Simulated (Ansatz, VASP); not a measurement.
**Al4Cd: VASP beside Ansatz**

```xyz
5
Lattice="0.0000 3.8371 3.8371 3.8371 0.0000 3.8371 3.8371 3.8371 0.0000" Properties=species:S:1:pos:R:3 pbc="T T T"
Al    6.7079    6.7079    6.7079
Al    4.8036    4.8036    6.7079
Al    4.8036    6.7079    4.8036
Al    6.7079    4.8036    4.8036
Cd    1.9186    1.9186    1.9186
```

Alike in both runs: functional PBE; k mesh 6 × 6 × 6; occupations gaussian, width 0.1 eV; no spin polarisation.

Ansatz relaxed the structure, and its values are those at the end. VASP's run is a single point on that final structure, the one shown.

|  | VASP | Ansatz |
| --- | --- | --- |
| version | VASP 6.6.1 | Ansatz 0.2.0 |
| potentials or method | VASP PAW PBE potentials, release 64 (Al, Cd), cutoff 520 eV | scalar-relativistic, plane waves, PAW |
| valence electrons in the cell | 24 | 32 |

```tsv
	VASP	Ansatz	Ansatz less VASP
gap on the k mesh at the Fermi level (eV)	none	none	-
pressure (GPa)	0.1	0.1	-0.02
```

A gap of «none» marks a metal or a gap that the smearing closes. The functional is the same, so the differences come from potentials, cutoffs and numerics. VASP's potentials hold 24 valence electrons a cell and Ansatz's 32, so a difference there can come from the potentials and not from the codes.
